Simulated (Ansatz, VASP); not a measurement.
# SnO in VASP and in Ansatz

INCAR

```
SYSTEM = SnO
PREC = Accurate
ENCUT = 520
EDIFF = 1E-6
ISMEAR = 0
SIGMA = 0.05
LREAL = .FALSE.
LASPH = .TRUE.
NELM = 80
ALGO = Normal
ISIF = 2
LWAVE = .FALSE.
LCHARG = .TRUE.
LDIPOL = .TRUE.
IDIPOL = 3
DIPOL = 0.5 0.5 0.428
GGA = PE
IVDW = 12
LELF = .TRUE.
LVHAR = .TRUE.
LVACPOTAV = .TRUE.
NBANDS = 50
```

KPOINTS

```
Automatic mesh
0
G
  7 7 1
  0 0 0
```

POSCAR

```
SnO
1.0
    3.8201528543      0.0002954551      0.0000000000
   -0.0003145191      3.8201528528      0.0000000000
    0.0000000000      0.0000000000     22.2260743460
Sn O
4 4
Direct
    0.9999452911      0.9999452911      0.2024649036
    0.4999452911      0.4999452911      0.3087831466
    0.8332786245      0.4999452911      0.5472418108
    1.3332786245      0.9999452911      0.6535600538
    0.9999461074      0.4999461074      0.2556240251
    0.4999461074      0.9999461074      0.2556240251
    0.8332778082      0.9999444748      0.6004009323
    1.3332778082      0.4999444748      0.6004009323
```

Input for Ansatz:

```yaml
crystal:
  lattice:
    - [3.8201528543, 0.0002954551, 0.0]
    - [-0.0003145191, 3.8201528528, 0.0]
    - [0.0, 0.0, 22.226074346]
  atoms:
    - { symbol: Sn, position: [0.9999452911, 0.9999452911, 0.2024649036] }
    - { symbol: O, position: [0.9999461074, 0.4999461074, 0.2556240251] }
    - { symbol: O, position: [0.4999461074, 0.9999461074, 0.2556240251] }
    - { symbol: Sn, position: [0.4999452911, 0.4999452911, 0.3087831466] }
    - { symbol: Sn, position: [0.8332786245, 0.4999452911, 0.5472418108] }
    - { symbol: O, position: [0.8332778082, 0.9999444748, 0.6004009323] }
    - { symbol: O, position: [1.3332778082, 0.4999444748, 0.6004009323] }
    - { symbol: Sn, position: [1.3332786245, 0.9999452911, 0.6535600538] }
basis:
  ecutwfc: 420
kpoints:
  mp_grid: { grid: [7, 7, 1] }
hamiltonian:
  xc: pbe
  pseudopotentials: { kind: paw, azcp: { folder: soft_1 } }
  dispersion: d3bj
scf:
  occupations: { method: gaussian, width: 0.05 }
output:
  forces: true
  eigenvalues: true
efield:
  axis: 3
  dipole_correction: true
  ramp_width: 0.04
```

Alike in both runs: task single point; functional PBE; dispersion D3(BJ); k mesh 7 × 7 × 1; occupations gaussian, width 0.05 eV; no spin polarisation.

```csv
,VASP,Ansatz
version,VASP 6.6.1,Ansatz 0.2.0
potentials or method,"VASP PAW PBE potentials, release 64 (Sn_d, O), cutoff 520 eV","scalar-relativistic, plane waves, PAW"
valence electrons in the cell,80,80
```

|  | VASP | Ansatz | Ansatz less VASP |
| --- | --- | --- | --- |
| gap on the k mesh at the Fermi level (eV) | 2.75 | 2.79 | +0.041 |
| least direct gap on the mesh (eV) | 2.78 | 2.82 | +0.040 |
| rms of the force components (eV/Å) | 0.047 | 0.011 | -0.0359 |

Ansatz's warnings: structure snapped to symmetry.
